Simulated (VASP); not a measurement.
Write the native input for VASP 6.6.1 that does the following.

| Quantity | Value |
| --- | --- |
| Task | single point |
| Functional | PBEsol |
| Potentials or basis | VASP PAW PBE potentials, release 64 (Ta_pv, O) |
| Cutoff | 520 eV |
| k mesh | 14 × 14 × 4 |
| Occupations | gaussian, width 0.15 eV |
| Spin | no spin polarisation |
| Dipole correction | no |
| Further INCAR settings | ALGO = Normal; EDIFF = 1e-06; NBANDS = 61 |

The structure of Ta4O lies in POSCAR:

```
Ta4O
1.0
   -3.2109380230      0.0000000000      0.0000000000
    0.0000000000     -3.2109380230      0.0000000000
    0.0000000000      0.0000000000     14.6839668902
Ta O
8 2
Direct
    0.0000000000      0.0000000000      0.2500000000
    0.0000000000      0.0000000000      0.7500000000
    0.5000000000      0.5000000000      0.3913915977
    0.5000000000      0.5000000000      0.8913915977
    0.5000000000      0.5000000000      0.1086084023
    0.5000000000      0.5000000000      0.6086084023
    0.0000000000      0.0000000000      0.5000000000
    0.0000000000      0.0000000000      0.0000000000
    0.5000000000      0.5000000000      0.2500000000
    0.5000000000      0.5000000000      0.7500000000
```

These files were run (other wordings do the same):

INCAR

```
SYSTEM = Ta4O
PREC = Accurate
ENCUT = 520
EDIFF = 1E-6
ISMEAR = 0
SIGMA = 0.15
LREAL = .False.
LASPH = .True.
NELM = 60
ALGO = Normal
ISIF = 2
LWAVE = .False.
LCHARG = .False.
GGA = PS
NBANDS = 61
LUSENCCL = .False.
```

KPOINTS

```
regular mesh
0
Gamma
  14 14 4
  0 0 0
```

Potentials or basis: VASP PAW PBE potentials, release 64 (Ta_pv, O).

The run is started by

```bash
$ cat potpaw_PBE.64/Ta_pv/POTCAR potpaw_PBE.64/O/POTCAR > POTCAR
$ mpirun -np 1 vasp_std > vasp.out
```

It gave:

The pressure is 0.5 GPa. The largest force is 0.028 eV/Å and the band gap on the k mesh is zero (bands 50 and 51 overlap by 1.10 eV).

Caveat: the PAW data sets were made with another functional, which shifts forces and pressure a little; spin-orbit coupling is left out, which moves the levels of the heavy elements.

It took 12 min on 1 × NVIDIA H100 80GB with 1 thread of AMD EPYC 7R13 Processor (Zen 3) (shared host), peak memory 1.8 GiB.
